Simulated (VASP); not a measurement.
# TiAl2 (Cmmm) in VASP: single point with r2SCAN

Aim: the single point of TiAl2 with r2SCAN.

Everything below comes from runs of VASP 6.6.1. Logs are shortened: lines on timing, memory, paths and dates and some standing lists are left out, and cuts for length are marked.

## 1. The cell of the first run

It takes space group Cmmm (No. 65, orthorhombic). The conventional cell has a = 3.959 Å, b = 12.094 Å, c = 4.032 Å, α = 90.00°, β = 90.00°, γ = 90.00°. Ti (site symmetry m2m) has 10 Al at 2.68 to 2.92 Å and 2 Ti at 3.14 Å within 3.5 Å. Within 3.5 Å of Al (site symmetry mmm) lie 4 Ti at 2.68 Å and 8 Al at 2.83 to 2.93 Å. Al (site symmetry m2m) has 6 Al at 2.67 to 2.93 Å and 6 Ti at 2.84 to 2.92 Å within 3.5 Å. Within 3.6 Å of Al (site symmetry mmm) lie 4 Ti at 2.70 Å and 8 Al at 2.83 to 2.91 Å.

## 2. Single point, r2SCAN

POSCAR reads:

```
TiAl2
1.0
    1.9795500000     -6.0472000000      0.0000000000
    1.9795500000      6.0472000000      0.0000000000
    0.0000000000      0.0000000000      4.0315000000
Ti Al
2 4
Direct
    0.6490000000      0.3510000000      0.0000000000
    0.3510000000      0.6490000000      0.0000000000
    0.0000000000      0.0000000000      0.0000000000
    0.8240000000      0.1760000000      0.5000000000
    0.1760000000      0.8240000000      0.5000000000
    0.5000000000      0.5000000000      0.5000000000
```

INCAR.step1 reads:

```
SYSTEM = TiAl2
ALGO     = Normal         ! electronic algorithm
EDIFF    = 1E-4           ! SCF threshold, eV
ENCUT    = 520            ! plane-wave cutoff, eV
GGA      = PE             ! functional
ISMEAR   = 0              ! smearing method
LASPH    = .TRUE.         ! aspherical terms in the spheres
LCHARG   = .FALSE.        ! write CHGCAR
LREAL    = .FALSE.        ! projectors in reciprocal space
LWAVE    = .TRUE.         ! write WAVECAR
NBANDS   = 27             ! bands
NELM     = 60             ! most SCF steps
PREC     = Accurate       ! precision mode
SIGMA    = 0.1            ! smearing width, eV
```

INCAR.step2 reads:

```
SYSTEM = TiAl2
ALGO     = Normal         ! electronic algorithm
EDIFF    = 1E-7           ! SCF threshold, eV
ENCUT    = 520            ! plane-wave cutoff, eV
ISIF     = 2              ! what is computed and relaxed
ISMEAR   = 0              ! smearing method
ISTART   = 1            
LASPH    = .TRUE.         ! aspherical terms in the spheres
LCHARG   = .FALSE.        ! write CHGCAR
LMIXTAU  = .TRUE.       
LREAL    = .FALSE.        ! projectors in reciprocal space
LWAVE    = .FALSE.        ! write WAVECAR
METAGGA  = R2SCAN         ! meta-GGA
NBANDS   = 27             ! bands
NELM     = 60             ! most SCF steps
PREC     = Accurate       ! precision mode
SIGMA    = 0.1            ! smearing width, eV
```

KPOINTS reads:

```
k-points
0
G
  6 6 4
  0 0 0
```

Potentials or basis: VASP PAW PBE potentials, release 64 (Ti_sv, Al).

Launch:

```
$ cat potpaw_PBE.64/Ti_sv/POTCAR potpaw_PBE.64/Al/POTCAR > POTCAR
$ cp INCAR.step1 INCAR
$ mpirun -np 1 vasp_std > vasp.out
$ cp INCAR.step2 INCAR
$ mpirun -np 1 vasp_std > vasp.out
```

OUTCAR:

```text
SYSTEM = TiAl2
   EDIFF = 1E-7
   ENCUT = 520
   ISIF = 2
   ISMEAR = 0
   ISTART = 1
   LASPH = .TRUE.
   LREAL = .FALSE.
   METAGGA = R2SCAN
   NELM = 60
   PREC = Accurate

 ion  position               nearest neighbor table
   1  0.649  0.351  0.000-   3 2.68   3 2.68   6 2.70   6 2.70   5 2.84   5 2.84   5 2.84   5 2.84
                             4 2.92   4 2.92
   2  0.351  0.649  0.000-   3 2.68   3 2.68   6 2.70   6 2.70   4 2.84   4 2.84   4 2.84   4 2.84
                             5 2.92   5 2.92
   3  0.000  0.000  0.000-   1 2.68   2 2.68   1 2.68   2 2.68   6 2.83   6 2.83   6 2.83   6 2.83
                             4 2.93   4 2.93   5 2.93   5 2.93
   4  0.824  0.176  0.500-   5 2.67   5 2.67   2 2.84   2 2.84   2 2.84   2 2.84   6 2.91   6 2.91
                             1 2.92   1 2.92   3 2.93   3 2.93
   5  0.176  0.824  0.500-   4 2.67   4 2.67   1 2.84   1 2.84   1 2.84   1 2.84   6 2.91   6 2.91
                             2 2.92   2 2.92   3 2.93   3 2.93
   6  0.500  0.500  0.500-   1 2.70   2 2.70   1 2.70   2 2.70   3 2.83   3 2.83   3 2.83   3 2.83
                             5 2.91   4 2.91   5 2.91   4 2.91

  LATTYP: Found a base centered orthorhombic cell.
 ALAT       =     3.9591000000
 B/A-ratio  =     3.0548356950
 C/A-ratio  =     1.0182869844

  Lattice vectors:

 A1 = (   1.9795500000,  -6.0472000000,   0.0000000000)
 A2 = (   1.9795500000,   6.0472000000,   0.0000000000)
 A3 = (   0.0000000000,   0.0000000000,   4.0315000000)

Analysis of symmetry for initial positions (statically):
=====================================================================
 Subroutine PRICEL returns:
 Original cell was already a primitive cell.

 Routine SETGRP: Setting up the symmetry group for a
 base centered orthorhombic supercell.

 Subroutine GETGRP returns: Found  8 space group operations
 (whereof  8 operations were pure point group operations)
 out of a pool of  8 trial point group operations.

The static configuration has the point symmetry D_2h.

Analysis of symmetry for dynamics (positions and initial velocities):
=====================================================================
 Subroutine PRICEL returns:
 Original cell was already a primitive cell.

 Routine SETGRP: Setting up the symmetry group for a
 base centered orthorhombic supercell.

 Subroutine GETGRP returns: Found  8 space group operations
 (whereof  8 operations were pure point group operations)
 out of a pool of  8 trial point group operations.

The dynamic configuration has the point symmetry D_2h.

 Subroutine INISYM returns: Found  8 space group operations
 (whereof  8 operations are pure point group operations),
 and found     1 'primitive' translations

----------------------------------------------------------------------------------------

                                     Primitive cell

  volume of cell :      96.5200

  direct lattice vectors                    reciprocal lattice vectors
     1.979550000 -6.047200000  0.000000000     0.252582658 -0.082682895  0.000000000
     1.979550000  6.047200000  0.000000000     0.252582658  0.082682895  0.000000000
     0.000000000  0.000000000  4.031500000     0.000000000  0.000000000  0.248046633

  length of vectors
     6.362958906  6.362958906  4.031500000     0.265771443  0.265771443  0.248046633

  position of ions in fractional coordinates (direct lattice)
     0.649000000  0.351000000  0.000000000
     0.351000000  0.649000000  0.000000000
     0.000000000  0.000000000  0.000000000
     0.824000000  0.176000000  0.500000000
     0.176000000  0.824000000  0.500000000
     0.500000000  0.500000000  0.500000000

  ion indices of the primitive-cell ions
   primitive index   ion index
                 1           1
                 2           2
                 3           3
                 4           4
                 5           5
                 6           6

----------------------------------------------------------------------------------------

 KPOINTS: k-points

Automatic generation of k-mesh.
 Grid dimensions read from file:
 generate k-points for:    6    6    4

 Generating k-lattice:

  Cartesian coordinates                     Fractional coordinates (reciprocal lattice)
     0.042097110 -0.013780482  0.000000000     0.166666667 -0.000000000  0.000000000
     0.042097110  0.013780482  0.000000000    -0.000000000  0.166666667  0.000000000
     0.000000000  0.000000000  0.062011658     0.000000000  0.000000000  0.250000000

  Length of vectors
     0.044295241  0.044295241  0.062011658

  Shift w.r.t. Gamma in fractional coordinates (k-lattice)
     0.000000000  0.000000000  0.000000000

 Subroutine IBZKPT returns following result:
 ===========================================

 Found     39 irreducible k-points:

 Following reciprocal coordinates:
            Coordinates               Weight
  0.000000  0.000000  0.000000      1.000000
  0.166667  0.000000  0.000000      4.000000
  0.333333  0.000000  0.000000      4.000000
  0.500000 -0.000000  0.000000      2.000000
  0.166667  0.166667  0.000000      2.000000
  0.333333  0.166667  0.000000      4.000000
[... 16 lines left out ...]
  0.333333  0.333333  0.250000      4.000000
  0.500000  0.333333  0.250000      8.000000
 [... further k-points ...]
   k-points           NKPTS =     39   k-points in BZ     NKDIM =     39   number of bands    NBANDS=     27
   number of dos      NEDOS =    301   number of ions     NIONS =      6
   total plane-waves  NPLWV =  69120
   dimension x,y,z NGX =    48 NGY =   48 NGZ =   30
   dimension x,y,z NGXF=    96 NGYF=   96 NGZF=   60
   ions per type =               2   4
   NGX,Y,Z   is equivalent  to a cutoff of  12.54, 12.54, 12.37 a.u.
   NGXF,Y,Z  is equivalent  to a cutoff of  25.08, 25.08, 24.74 a.u.
 SYSTEM =  TiAl2
   PREC   = accura    normal or accurate (medium, high low for compatibility)
   ISTART =      1    job   : 0-new  1-cont  2-samecut
   ICHARG =      0    charge: 1-file 2-atom 10-const
   ISPIN  =      1    spin polarized calculation?
   LNONCOLLINEAR =      F non collinear calculations
   LSORBIT =      F    spin-orbit coupling
   LASPH  =      T    aspherical Exc in radial PAW
   ENCUT  =  520.0 eV  38.22 Ry    6.18 a.u.  11.83 11.83  7.50*2*pi/ulx,y,z
   NELM   =     60;   NELMIN=  2; NELMDL=  0     # of ELM steps
   EDIFF  = 0.1E-06   stopping-criterion for ELM
   LREAL  =      F    real-space projection
   EDIFFG = 0.1E-05   stopping-criterion for IOM
   NSW    =      0    number of steps for IOM
   IBRION =     -1    ionic relax: 0-MD 1-quasi-New 2-CG
   NFREE  =      0    steps in history (QN), initial steepest desc. (CG)
   ISIF   =      2    stress and relaxation
   ISYM   =      2    0-nonsym 1-usesym 2-fastsym
   POTIM  = 0.5000    time-step for ionic-motion
   TEBEG  =    0.0;   TEEND  =   0.0 temperature during run
   PSTRESS=    0.0 pullay stress
   NELECT =      36.0000    total number of electrons
   NUPDOWN=      -1.0000    fix difference up-down
   EMIN   =  10.00;   EMAX   =-10.00  energy-range for DOS
   EFERMI =   0.00;   METHOD = LEGACY
   ISMEAR =     0;   SIGMA  =   0.10  broadening in eV -4-tet -1-fermi 0-gaus
   EFERMI_NEDOS =   21; number of points for ismear=-14 and -15
   IALGO  =     38    algorithm
   IMIX   =      4    mixing-type and parameters
     AMIX     =   0.40;   BMIX     =  1.00
     AMIX_MAG =   1.60;   BMIX_MAG =  1.00
  volume/ion in A,a.u.               =      16.09       108.56
  Fermi-wavevector in a.u.,A,eV,Ry     =   1.178428  2.226907 18.894320  1.388693
  Thomas-Fermi vector in A             =   2.314757
   LORBIT       =      0    0 simple, 1 ext, 2 COOP (PROOUT), +10 PAW based schemes
   METAGGA = R2SCAN    functional components
   LHFCALC =     F    Hartree Fock is set to
   AEXX    =    0.0000 exact exchange contribution
   IVDW    =     0    specifies the selected vdW correction
   LEPSILON=     F    determine dielectric tensor
   LRPA    =     F    only Hartree local field effects (RPA)
 non-spin polarized calculation
 Gauss-broadening in eV      SIGMA  =   0.10
  energy-cutoff  :      520.00
  volume of cell :       96.52
 maximum number of plane-waves:      2638
   NGX = 23   NGY = 23   NGZ = 15

 number of electron      36.0000003 magnetization

 Free energy of the ion-electron system (eV)
  ---------------------------------------------------
  ext. energy  EPLUGINS =         0.00000000
  ---------------------------------------------------
  free energy    TOTEN  =       -55.56109488 eV

  energy without entropy =      -55.54614071  energy(sigma->0) =      -55.55361779

 E-fermi :   8.3751     XC(G=0): -11.5678

 val. band max:        8.3481430297   @ k =  -0.3333   0.3333   0.2500
 cond. band min:       8.3956937509   @ k =  -0.3333   0.1667   0.2500
 fundamental gap:      0.0475507212
 Fermi energy:         8.3750585797

 k-point     1 :       0.0000    0.0000    0.0000
  band No.  band energies     occupation
      1     -50.7480      2.00000
      2     -50.7297      2.00000
      3     -26.0643      2.00000
      4     -26.0415      2.00000
      5     -25.9972      2.00000
      6     -25.9889      2.00000
[... 19 lines left out ...]
     26      12.2132      0.00000
     27      12.4112      0.00000

 k-point     2 :       0.1667    0.0000    0.0000
  band No.  band energies     occupation
      1     -50.7466      2.00000
      2     -50.7307      2.00000
      3     -26.0624      2.00000
      4     -26.0426      2.00000
      5     -25.9986      2.00000
      6     -25.9945      2.00000
[... 19 lines left out ...]
     26      12.5463      0.00000
     27      13.4440      0.00000

 k-point     3 :       0.3333    0.0000    0.0000
  band No.  band energies     occupation
      1     -50.7428      2.00000
      2     -50.7336      2.00000
      3     -26.0575      2.00000
      4     -26.0459      2.00000
      5     -26.0077      2.00000
      6     -26.0028      2.00000
[... 594 lines left out ...]
      1     -50.7412      2.00000
      2     -50.7346      2.00000
      3     -26.0637      2.00000
      4     -26.0560      2.00000
      5     -26.0104      2.00000
      6     -25.9923      2.00000
[... 19 lines left out ...]
     26      11.6394      0.00000
     27      11.7707      0.00000

 k-point    24 :       0.5000    0.3333    0.2500
  band No.  band energies     occupation
      1     -50.7448      2.00000
      2     -50.7318      2.00000
      3     -26.0688      2.00000
      4     -26.0529      2.00000
      5     -25.9979      2.00000
      6     -25.9776      2.00000
[... 19 lines left out ...]
     26      12.2991      0.00000
     27      12.4385      0.00000

 [... further k-points ...]
[... 5 lines left out ...]
  --------------------------------------------------------------------------------------
  -------------------------------------------------------------------------------------
  Total       -1.1928888     -0.1899621     -1.8323999      0.0000000      0.0000000      0.0000000
  in kB      -19.8012710     -3.1532624    -30.4167903      0.0000000      0.0000000      0.0000000
  external PRESSURE =     -17.7904412 kB  Pullay stress =       0.0000000 kB

 VOLUME and BASIS-vectors are now :
 -----------------------------------------------------------------------------
  energy-cutoff  :      520.00
  volume of cell :       96.52
      direct lattice vectors                 reciprocal lattice vectors
     1.979550000 -6.047200000  0.000000000     0.252582658 -0.082682895  0.000000000
     1.979550000  6.047200000  0.000000000     0.252582658  0.082682895  0.000000000
     0.000000000  0.000000000  4.031500000     0.000000000  0.000000000  0.248046633

 POSITION                                       TOTAL-FORCE (eV/Angst)
 -----------------------------------------------------------------------------------
      1.97955     -1.80207      0.00000        -0.000000     -1.054867     -0.000000
      1.97955      1.80207      0.00000        -0.000000      1.054867      0.000000
      0.00000      0.00000      0.00000        -0.000000     -0.000000      0.000000
      1.97955     -3.91859      2.01575        -0.000000     -0.206622      0.000000
      1.97955      3.91859      2.01575        -0.000000      0.206622      0.000000
      1.97955      0.00000      2.01575         0.000000      0.000000      0.000000
 -----------------------------------------------------------------------------------
    total drift:                                0.000000     -0.000000      0.000000

  FREE ENERGIE OF THE ION-ELECTRON SYSTEM (eV)
  ---------------------------------------------------
  free  energy   TOTEN  =       -55.5610948763 eV

  energy  without entropy=      -55.5461407076  energy(sigma->0) =      -55.55361779
```

It took 5.7 min on 1 thread of Intel Xeon Platinum 8375C at 2.90GHz (Ice Lake), shared host; peak memory 0.32 GiB.

What came out:

| Item | Value |
| --- | --- |
| Free energy | -55.5611 eV |
| Pressure | -1.8 GPa |
| Largest force | 1.055 eV/Å |
| Band gap on the k mesh | zero (band 18 reaches 9.03 eV, above the bottom of band 19 at 7.77 eV) |

Forces in eV/Å, atoms in the order of the input:
```
Ti   0.000 -1.055  0.000
Ti   0.000  1.055  0.000
Al   0.000  0.000  0.000
Al   0.000 -0.207  0.000
Al   0.000  0.207  0.000
Al   0.000  0.000  0.000
```

Levels at points of the mesh, in eV from the Fermi level:
```csv
k point,band 16,band 17,band 18,band 19,band 20,band 21
"(0.00, 0.00, 0.00)",-0.84,-0.65,-0.65,0.51,0.75,0.92
"(0.50, 0.00, 0.00)",-1.29,-1.03,-0.46,0.85,1.36,1.60
"(0.50, 0.50, 0.00)",-1.39,-0.79,-0.70,0.31,1.18,1.26
"(0.00, 0.00, 0.50)",-0.99,-0.51,0.17,0.32,1.15,1.17
"(0.50, 0.00, 0.50)",-1.99,-1.38,-1.33,-0.57,1.36,1.41
"(0.50, 0.50, 0.50)",-1.01,0.03,0.44,0.83,1.33,1.49
```

Caveat: the k points lie up to 0.39 Å⁻¹ apart; the PAW data sets were made with another functional, which shifts forces and pressure a little.
